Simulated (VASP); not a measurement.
# PbO2 (P2_12_12_1) in VASP: further runs

PbO2 is run at these levels: PBE; tasks: single point.

Everything below comes from runs of VASP 6.6.1. Logs are shortened: lines on timing, memory, paths and dates and some standing lists are left out, and cuts for length are marked.

**1. The cell of the first run**

Symmetry: P2_12_12_1, No. 19, orthorhombic system. The conventional cell has a = 3.734 Å, b = 3.846 Å, c = 11.413 Å, α = 90.00°, β = 90.00°, γ = 90.00°. Within 2.9 Å of Pb (site symmetry 1) lie 8 O at 2.16 to 2.79 Å. Within 2.9 Å of O (site symmetry 1) lie 4 Pb at 2.16 to 2.79 Å and 6 O at 2.76 to 2.87 Å. O (site symmetry 1) has 4 Pb at 2.18 to 2.59 Å and 6 O at 2.77 to 2.87 Å within 2.9 Å.

**2. Single point, PBE**

Contents of INCAR:

```
SYSTEM = PbO2
  ALGO = Normal
  EDIFF = 1E-6
  ENCUT = 600
  GGA = PE
  GGA_COMPAT = .False.
  ISIF = 2
  ISMEAR = 0
  LASPH = .True.
  LCHARG = .False.
  LREAL = .False.
  LWAVE = .False.
  NBANDS = 64
  NELM = 120
  PREC = Accurate
  SIGMA = 0.1
```

Contents of KPOINTS:

```
k-points
0
Gamma
  6 4 2
  0 0 0
```

Contents of POSCAR:

```
PbO2
1.0
    3.7336750955      0.0000000000      0.0000000000
    0.0000000000      3.8458574743      0.0000000000
    0.0000000000      0.0000000000     11.4132726695
Pb O
4 8
Direct
    0.7430765835      0.4557652121      0.3723941218
    0.7569234165      0.5442347879      0.8723941218
    0.2569234165      0.9557652121      0.1276058782
    0.2430765835      0.0442347879      0.6276058782
    0.2586538366      0.5044422869      0.9674757845
    0.2413461634      0.4955577131      0.4674757845
    0.7481694145      0.9576635723      0.2816972909
    0.7518305855      0.0423364277      0.7816972909
    0.2518305855      0.4576635723      0.2183027091
    0.2481694145      0.5423364277      0.7183027091
    0.7586538366      0.9955577131      0.0325242155
    0.7413461634      0.0044422869      0.5325242155
```

Potentials or basis: VASP PAW PBE potentials, release 64 (Pb_d, O).

Launch:

```sh
> cat potpaw_PBE.64/Pb_d/POTCAR potpaw_PBE.64/O/POTCAR > POTCAR
> mpirun -np 1 vasp_std > vasp.out
```

OUTCAR:

```text
SYSTEM = PbO2
   EDIFF = 1E-6
   ENCUT = 600
   GGA = PE
   ISIF = 2
   ISMEAR = 0
   LASPH = .True.
   LREAL = .False.
   NELM = 120
   PREC = Accurate

 ion  position               nearest neighbor table
   1  0.743  0.456  0.372-   6 2.16   6 2.17   7 2.18   7 2.19  12 2.52   9 2.54   9 2.59  12 2.79
                             4 3.80   4 3.80   3 3.85   3 3.85   3 3.90   3 3.90   4 4.13   4 4.13
   2  0.757  0.544  0.872-   5 2.16   5 2.17   8 2.18   8 2.19  11 2.52  10 2.54  10 2.59  11 2.79
                             3 3.80   3 3.80   4 3.85   4 3.85   4 3.90   4 3.90   3 4.13   3 4.13
   3  0.257  0.956  0.128-  11 2.16  11 2.17   9 2.18   9 2.19   5 2.52   7 2.54   7 2.59   5 2.79
                             2 3.80   2 3.80   1 3.85   1 3.85   1 3.90   1 3.90   2 4.13   2 4.13
   4  0.243  0.044  0.628-  12 2.16  12 2.17  10 2.18  10 2.19   6 2.52   8 2.54   8 2.59   6 2.79
                             1 3.80   1 3.80   2 3.85   2 3.85   2 3.90   2 3.90   1 4.13   1 4.13
   5  0.259  0.504  0.967-   2 2.16   2 2.17   3 2.52   3 2.79
   6  0.241  0.496  0.467-   1 2.16   1 2.17   4 2.52   4 2.79
   7  0.748  0.958  0.282-   1 2.18   1 2.19   3 2.54   3 2.59
   8  0.752  0.042  0.782-   2 2.18   2 2.19   4 2.54   4 2.59
   9  0.252  0.458  0.218-   3 2.18   3 2.19   1 2.54   1 2.59
  10  0.248  0.542  0.718-   4 2.18   4 2.19   2 2.54   2 2.59
  11  0.759  0.996  0.033-   3 2.16   3 2.17   2 2.52   2 2.79
  12  0.741  0.004  0.533-   4 2.16   4 2.17   1 2.52   1 2.79

  LATTYP: Found a simple orthorhombic cell.
 ALAT       =     3.7336750955
 B/A-ratio  =     1.0300461009
 C/A-ratio  =     3.0568467736

  Lattice vectors:

 A1 = (   3.7336750955,   0.0000000000,   0.0000000000)
 A2 = (   0.0000000000,   3.8458574743,   0.0000000000)
 A3 = (   0.0000000000,   0.0000000000,  11.4132726695)

Analysis of symmetry for initial positions (statically):
=====================================================================
 Subroutine PRICEL returns:
 Original cell was already a primitive cell.

 Routine SETGRP: Setting up the symmetry group for a
 simple orthorhombic supercell.

 Subroutine GETGRP returns: Found  4 space group operations
 (whereof  1 operations were pure point group operations)
 out of a pool of  8 trial point group operations.

The static configuration has the point symmetry C_1 .
 The point group associated with its full space group is D_2 .

Analysis of symmetry for dynamics (positions and initial velocities):
=====================================================================
 Subroutine PRICEL returns:
 Original cell was already a primitive cell.

 Routine SETGRP: Setting up the symmetry group for a
[... 142 lines left out ...]
   EFERMI_NEDOS =   21; number of points for ismear=-14 and -15
   IALGO  =     38    algorithm
   IMIX   =      4    mixing-type and parameters
     AMIX     =   0.40;   BMIX     =  1.00
     AMIX_MAG =   1.60;   BMIX_MAG =  1.00
  volume/ion in A,a.u.               =      13.66        92.16
  Fermi-wavevector in a.u.,A,eV,Ry     =   1.406823  2.658509 26.927965  1.979150
  Thomas-Fermi vector in A             =   2.529144
   LORBIT       =      0    0 simple, 1 ext, 2 COOP (PROOUT), +10 PAW based schemes
   GGA     = PE    functional components
   LHFCALC =     F    Hartree Fock is set to
   AEXX    =    0.0000 exact exchange contribution
   IVDW    =     0    specifies the selected vdW correction
   LEPSILON=     F    determine dielectric tensor
   LRPA    =     F    only Hartree local field effects (RPA)
 non-spin polarized calculation
 Gauss-broadening in eV      SIGMA  =   0.10
  energy-cutoff  :      600.00
  volume of cell :      163.89
 maximum number of plane-waves:      5517
 NGX is ok and might be reduce to    30
   NGX = 15   NGY = 15   NGZ = 45

 number of electron     104.0000003 magnetization

 Free energy of the ion-electron system (eV)
  ---------------------------------------------------
  ext. energy  EPLUGINS =         0.00000000
  ---------------------------------------------------
  free energy    TOTEN  =       -63.12789518 eV

  energy without entropy =      -63.12291173  energy(sigma->0) =      -63.12540345

 E-fermi :   4.7826     XC(G=0): -10.9325

 val. band max:        4.7264874260   @ k =   0.5000   0.5000   0.0000
 cond. band min:       5.1426311479   @ k =   0.0000   0.0000   0.5000
 fundamental gap:      0.4161437219
 Fermi energy:         4.7825664519

 k-point     1 :       0.0000    0.0000    0.0000
  band No.  band energies     occupation
      1     -13.3180      2.00000
      2     -12.9792      2.00000
      3     -12.9732      2.00000
      4     -12.7989      2.00000
      5     -12.6308      2.00000
      6     -12.3486      2.00000
[... 1597 lines left out ...]
     63      14.5577      0.00000
     64      14.5580      0.00000

------------------------ aborting loop because EDIFF is reached ----------------------------------------

  FORCE on cell =-STRESS in cart. coord.  units (eV):
  Direction    XX          YY          ZZ          XY          YZ          ZX
  --------------------------------------------------------------------------------------
  -------------------------------------------------------------------------------------
  Total        0.1471885      0.1187504      1.0609448      0.0000000      0.0000000      0.0000000
  in kB        1.4389466      1.1609292     10.3720228      0.0000000      0.0000000      0.0000000
  external PRESSURE =       4.3239662 kB  Pullay stress =       0.0000000 kB

 VOLUME and BASIS-vectors are now :
 -----------------------------------------------------------------------------
  energy-cutoff  :      600.00
  volume of cell :      163.89
      direct lattice vectors                 reciprocal lattice vectors
     3.733675096  0.000000000  0.000000000     0.267832625  0.000000000  0.000000000
     0.000000000  3.845857474  0.000000000     0.000000000  0.260020036  0.000000000
     0.000000000  0.000000000 11.413272669     0.000000000  0.000000000  0.087617288

 POSITION                                       TOTAL-FORCE (eV/Angst)
 -----------------------------------------------------------------------------------
      2.77441      1.75281      4.25024        -0.066704      0.010023      0.006152
      2.82611      2.09305      9.95687         0.066704     -0.010023      0.006152
      0.95927      3.67574      1.45640         0.066704      0.010023     -0.006152
      0.90757      0.17012      7.16304        -0.066704     -0.010023     -0.006152
      0.96573      1.94001     11.04206        -0.061733      0.024599      0.034956
      0.90111      1.90584      5.33543         0.061733     -0.024599      0.034956
      2.79342      3.68304      3.21509         0.013820     -0.045761     -0.041333
      2.80709      0.16282      8.92172        -0.013820      0.045761     -0.041333
      0.94025      1.76011      2.49155        -0.013820     -0.045761      0.041333
      0.92658      2.08575      8.19818         0.013820      0.045761      0.041333
      2.83257      3.82877      0.37121        -0.061733     -0.024599     -0.034956
      2.76795      0.01708      6.07784         0.061733      0.024599     -0.034956
 -----------------------------------------------------------------------------------
    total drift:                               -0.000000     -0.000000      0.000000

  FREE ENERGIE OF THE ION-ELECTRON SYSTEM (eV)
  ---------------------------------------------------
  free  energy   TOTEN  =       -63.1278951759 eV

  energy  without entropy=      -63.1229117331  energy(sigma->0) =      -63.12540345
```

Run time: 6.4 min. Hardware: 1 thread of Oxide Virtual Turin-like, shared host; peak memory 0.39 GiB.

Results:

```
Free energy            : -63.1279 eV
Pressure               : 0.4 GPa
Largest force          : 0.075 eV/Å
Band gap on the k mesh : zero (bands 52 and 53 overlap by 0.02 eV)
```

Forces on the atoms (eV/Å):
```
Pb  -0.067  0.010  0.006
Pb   0.067 -0.010  0.006
Pb   0.067  0.010 -0.006
Pb  -0.067 -0.010 -0.006
O   -0.062  0.025  0.035
O    0.062 -0.025  0.035
O    0.014 -0.046 -0.041
O   -0.014  0.046 -0.041
O   -0.014 -0.046  0.041
O    0.014  0.046  0.041
O   -0.062 -0.025 -0.035
O    0.062  0.025 -0.035
```

Stress tensor (GPa, compression positive):
```
0.14 0.00 0.00
0.00 0.12 0.00
0.00 0.00 1.04
```

Caveat: the k points lie up to 0.41 Å⁻¹ apart; semilocal functionals underestimate gaps, and a narrow one can read as zero; spin-orbit coupling is left out, which moves the levels of the heavy elements.

**3. Single point, PBE**

This run uses another cell than the first one, of 13.73 Å³/atom.

Contents of INCAR:

```
ALGO = Normal ; EDIFF = 1E-6
ENCUT = 600 ; GGA = PE
GGA_COMPAT = False ; ISIF = 2
ISMEAR = 0 ; LASPH = True
LCHARG = False ; LREAL = False
LWAVE = False ; NBANDS = 64
NELM = 120 ; PREC = Accurate
SIGMA = 0.1
```

Contents of KPOINTS:

```
k-points
0
Gamma
  6 4 2
```

Contents of POSCAR:

```
PbO2
1.0
    3.7288219970      0.0000000000      0.0000000000
    0.0000000000      3.8416263576      0.0000000000
    0.0000000000      0.0000000000     11.5053232305
Pb O
4 8
Direct
    0.7426368389      0.4510736950      0.3722208025
    0.7573631611      0.5489263050      0.8722208025
    0.2573631611      0.9510736950      0.1277791975
    0.2426368389      0.0489263050      0.6277791975
    0.2578322223      0.5076162749      0.9668497209
    0.2421677777      0.4923837251      0.4668497209
    0.7487591897      0.9522259829      0.2818072572
    0.7512408103      0.0477740171      0.7818072572
    0.2512408103      0.4522259829      0.2181927428
    0.2487591897      0.5477740171      0.7181927428
    0.7578322223      0.9923837251      0.0331502791
    0.7421677777      0.0076162749      0.5331502791
```

Potentials or basis: VASP PAW PBE potentials, release 64 (Pb_d, O).

Launch:

```sh
> cat potpaw_PBE.64/Pb_d/POTCAR potpaw_PBE.64/O/POTCAR > POTCAR
> mpirun -np 1 vasp_std > vasp.out
```

OUTCAR:

```text
EDIFF = 1E-6
   ENCUT = 600
   GGA = PE
   ISIF = 2
   ISMEAR = 0
   LASPH = True
   LREAL = False
   NELM = 120
   PREC = Accurate

 ion  position               nearest neighbor table
   1  0.743  0.451  0.372-   6 2.16   6 2.17   7 2.18   7 2.19  12 2.52   9 2.55   9 2.60  12 2.83
                             4 3.81   4 3.81   3 3.86   3 3.86   3 3.91   3 3.91
   2  0.757  0.549  0.872-   5 2.16   5 2.17   8 2.18   8 2.19  11 2.52  10 2.55  10 2.60  11 2.83
                             3 3.81   3 3.81   4 3.86   4 3.86   4 3.91   4 3.91
   3  0.257  0.951  0.128-  11 2.16  11 2.17   9 2.18   9 2.19   5 2.52   7 2.55   7 2.60   5 2.83
                             2 3.81   2 3.81   1 3.86   1 3.86   1 3.91   1 3.91
   4  0.243  0.049  0.628-  12 2.16  12 2.17  10 2.18  10 2.19   6 2.52   8 2.55   8 2.60   6 2.83
                             1 3.81   1 3.81   2 3.86   2 3.86   2 3.91   2 3.91
   5  0.258  0.508  0.967-   2 2.16   2 2.17   3 2.52   3 2.83
   6  0.242  0.492  0.467-   1 2.16   1 2.17   4 2.52   4 2.83
   7  0.749  0.952  0.282-   1 2.18   1 2.19   3 2.55   3 2.60
   8  0.751  0.048  0.782-   2 2.18   2 2.19   4 2.55   4 2.60
[... 1825 lines left out ...]
     64      14.4285      0.00000

------------------------ aborting loop because EDIFF is reached ----------------------------------------

  FORCE on cell =-STRESS in cart. coord.  units (eV):
  Direction    XX          YY          ZZ          XY          YZ          ZX
  --------------------------------------------------------------------------------------
  -------------------------------------------------------------------------------------
  Total        0.1855816      0.1294709     -0.1158988      0.0000000      0.0000000      0.0000000
  in kB        1.8040966      1.2586268     -1.1266883      0.0000000      0.0000000      0.0000000
  external PRESSURE =       0.6453451 kB  Pullay stress =       0.0000000 kB

 VOLUME and BASIS-vectors are now :
 -----------------------------------------------------------------------------
  energy-cutoff  :      600.00
  volume of cell :      164.81
      direct lattice vectors                 reciprocal lattice vectors
     3.728821997  0.000000000  0.000000000     0.268181211  0.000000000  0.000000000
     0.000000000  3.841626358  0.000000000     0.000000000  0.260306419  0.000000000
     0.000000000  0.000000000 11.505323231     0.000000000  0.000000000  0.086916289

 POSITION                                       TOTAL-FORCE (eV/Angst)
 -----------------------------------------------------------------------------------
      2.76916      1.73286      4.28252        -0.018693     -0.030579     -0.001366
      2.82407      2.10877     10.03518         0.018693      0.030579     -0.001366
      0.95966      3.65367      1.47014         0.018693     -0.030579      0.001366
      0.90475      0.18796      7.22280        -0.018693      0.030579      0.001366
      0.96141      1.95007     11.12392        -0.015857     -0.018179      0.012508
      0.90300      1.89155      5.37126         0.015857      0.018179      0.012508
      2.79199      3.65810      3.24228         0.004078     -0.008757     -0.003007
      2.80124      0.18353      8.99495        -0.004078      0.008757     -0.003007
      0.93683      1.73728      2.51038        -0.004078     -0.008757      0.003007
      0.92758      2.10434      8.26304         0.004078      0.008757      0.003007
      2.82582      3.81237      0.38140        -0.015857      0.018179     -0.012508
      2.76741      0.02926      6.13407         0.015857     -0.018179     -0.012508
 -----------------------------------------------------------------------------------
    total drift:                                0.000000     -0.000000     -0.000000

  FREE ENERGIE OF THE ION-ELECTRON SYSTEM (eV)
  ---------------------------------------------------
  free  energy   TOTEN  =       -63.1362285050 eV

  energy  without entropy=      -63.1312263835  energy(sigma->0) =      -63.13372744
```

OSZICAR:

```text
N       E                     dE             d eps       ncg     rms          rms(c)
DAV:   1     0.167048815563E+04    0.16705E+04   -0.54119E+04  3072   0.223E+03
DAV:   2     0.249285598508E+03   -0.14212E+04   -0.13614E+04  3232   0.639E+02
DAV:   3    -0.491138399197E+02   -0.29840E+03   -0.28786E+03  3592   0.288E+02
DAV:   4    -0.734517132224E+02   -0.24338E+02   -0.24003E+02  4128   0.847E+01
DAV:   5    -0.740015271696E+02   -0.54981E+00   -0.54843E+00  3824   0.137E+01    0.192E+01
DAV:   6    -0.630731515401E+02    0.10928E+02   -0.44423E+01  4440   0.533E+01    0.621E+00
DAV:   7    -0.631870797646E+02   -0.11393E+00   -0.41495E+00  3720   0.113E+01    0.387E+00
DAV:   8    -0.631973292632E+02   -0.10249E-01   -0.10344E+00  4600   0.736E+00    0.169E+00
DAV:   9    -0.631325112667E+02    0.64818E-01   -0.23036E-01  4240   0.457E+00    0.276E-01
DAV:  10    -0.631348642034E+02   -0.23529E-02   -0.26258E-02  3568   0.729E-01    0.143E-01
DAV:  11    -0.631361711035E+02   -0.13069E-02   -0.20018E-03  4184   0.334E-01    0.566E-02
DAV:  12    -0.631362115745E+02   -0.40471E-04   -0.18010E-04  4008   0.729E-02    0.308E-02
DAV:  13    -0.631362228230E+02   -0.11248E-04   -0.40649E-05  3976   0.345E-02    0.904E-03
DAV:  14    -0.631362282866E+02   -0.54635E-05   -0.12141E-05  3376   0.223E-02    0.279E-03
DAV:  15    -0.631362285050E+02   -0.21844E-06   -0.15809E-06  2416   0.108E-02
   1 F= -.63136229E+02 E0= -.63133727E+02  d E =-.500212E-02
```

stdout:

```text
POSCAR found type information on POSCAR PbO
 POSCAR found :  2 types and      12 ions
 scaLAPACK will be used
 LDA part: xc-table for (Slater+PW92), standard interpolation
 POSCAR, INCAR and KPOINTS ok, starting setup
 FFT: planning ... GRIDC
 FFT: planning ... GRID_SOFT
 FFT: planning ... GRID
 WAVECAR not read
 entering main loop
```

Run time: 5.8 min. Hardware: 1 thread of Oxide Virtual Turin-like, shared host; peak memory 0.39 GiB.

Results:

```
Free energy            : -63.1362 eV
Pressure               : 0.1 GPa
Largest force          : 0.036 eV/Å
Band gap on the k mesh : zero (bands 52 and 53 overlap by 0.02 eV)
```

Forces in eV/Å, atoms in the order of the input:
```
Pb  -0.019 -0.031 -0.001
Pb   0.019  0.031 -0.001
Pb   0.019 -0.031  0.001
Pb  -0.019  0.031  0.001
O   -0.016 -0.018  0.013
O    0.016  0.018  0.013
O    0.004 -0.009 -0.003
O   -0.004  0.009 -0.003
O   -0.004 -0.009  0.003
O    0.004  0.009  0.003
O   -0.016  0.018 -0.013
O    0.016 -0.018 -0.013
```

Caveat: the k points lie up to 0.41 Å⁻¹ apart; semilocal functionals underestimate gaps, and a narrow one can read as zero; spin-orbit coupling is left out, which moves the levels of the heavy elements.

The gap in the log of VASP goes by the Fermi energy; the results here count the filled bands.